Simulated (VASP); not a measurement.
Here is a VASP 6.6.1 calculation.

INCAR

```
SYSTEM = ZnSe
PREC     = Accurate       ! precision mode
ENCUT    = 520            ! plane-wave cutoff, eV
EDIFF    = 1E-7           ! SCF threshold, eV
ISMEAR   = 0              ! smearing method
SIGMA    = 0.05           ! smearing width, eV
LREAL    = .FALSE.        ! projectors in reciprocal space
LASPH    = .TRUE.         ! aspherical terms in the spheres
NELM     = 80             ! most SCF steps
ALGO     = Normal         ! electronic algorithm
ISIF     = 2              ! what is computed and relaxed
LWAVE    = .FALSE.        ! write WAVECAR
LCHARG   = .FALSE.        ! write CHGCAR
GGA      = PE             ! functional
NBANDS   = 16             ! bands
```

The input KPOINTS:

```
Automatic mesh
0
G
  10 10 10
  0 0 0
```

The input POSCAR:

```
ZnSe
1.0
    0.0000000000      3.3084631296      2.1505010342
    3.3084631296      0.0000000000      2.1505010342
    3.3084631296      3.3084631296      0.0000000000
Zn Se
1 1
Direct
    0.0000000000      0.0000000000      0.0000000000
    0.7500000000      0.7500000000      0.7500000000
```

Potentials or basis: VASP PAW PBE potentials, release 64 (Zn, Se).

Command:

```bash
$ cat potpaw_PBE.64/Zn/POTCAR potpaw_PBE.64/Se/POTCAR > POTCAR
$ mpirun -np 1 vasp_std > vasp.out
```

(1) Predict the pressure.

Results:

(1) -3.1 GPa.
